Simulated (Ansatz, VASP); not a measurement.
**PtS2 in VASP and in Ansatz**

```
Pt S
1.0
     3.47855    0.00000    0.00000
    -1.73927    3.01251    0.00000
     0.00000    0.00000    6.31854
Pt S
1 2
Cartesian
  0.0000 0.0000 0.0000
  0.0000 2.0083 1.2830
  1.7393 1.0042 5.0355
```

Alike in both runs: functional PBE; k mesh 12 × 12 × 6; occupations gaussian, width 0.05 eV; no spin polarisation.

Ansatz relaxed the structure, and its values are those at the end. VASP's run is a single point on that final structure, the one shown.

|  | VASP | Ansatz |
| --- | --- | --- |
| version | VASP 6.6.1 | Ansatz 0.2.0 |
| potentials or method | VASP PAW PBE potentials, release 64 (Pt, S), cutoff 520 eV | scalar-relativistic, plane waves, PAW |
| valence electrons in the cell | 22 | 30 |

```csv
,VASP,Ansatz,Ansatz less VASP
gap on the k mesh at the Fermi level (eV),1.45,1.44,-0.004
least direct gap on the mesh (eV),1.57,1.57,-0.005
pressure (GPa),3.2,3.6,+0.41
rms of the force components (eV/Å),0.020,0.000,-0.0198
```

VASP's potentials hold 22 valence electrons a cell and Ansatz's 30, so a difference there can come from the potentials and not from the codes. Ansatz's warnings: stress scf threshold loose.

Neither program's run includes spin-orbit coupling.
